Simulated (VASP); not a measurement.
A run of VASP 6.6.1:

INCAR

```
PREC = Accurate ; ENCUT = 520
EDIFF = 1E-7 ; ISMEAR = -1
SIGMA = 0.05 ; LREAL = False
LASPH = True ; NELM = 60
ALGO = Normal ; ISIF = 2
LWAVE = False ; LCHARG = False
GGA = PE ; NBANDS = 29
```

KPOINTS

```
Automatic mesh
0
Gamma
  7 7 7
```

POSCAR

```
TiSi2
1.0
    0.0000000000      4.1254182030      4.2894632485
    2.4043311677      0.0000000000      4.2894632485
    2.4043311677      4.1254182030      0.0000000000
Ti Si
2 4
Direct
    0.7500000000      0.7500000000      0.7500000000
    0.5000000000      0.5000000000      0.5000000000
    0.4127023798      0.0872976202      0.4127023798
    0.0872976202      0.4127023798      0.0872976202
    0.1627023798      0.8372976202      0.1627023798
    0.8372976202      0.1627023798      0.8372976202
```

Potentials or basis: VASP PAW PBE potentials, release 64 (Ti_sv, Si).

Run with:

```console
$ cat potpaw_PBE.64/Ti_sv/POTCAR potpaw_PBE.64/Si/POTCAR > POTCAR
$ mpirun -np 1 vasp_std > vasp.out
```

Hardware: 1 thread of AMD EPYC 7R43 64-Core Processor (Zen 3), with other jobs on the host.

Q: Estimate the wall time of this run.

A: Run time: 4.8 min on 1 thread of AMD EPYC 7R43 64-Core Processor (Zen 3) (shared host), peak memory 0.27 GiB. Counts: scf iterations 16, k points 64.
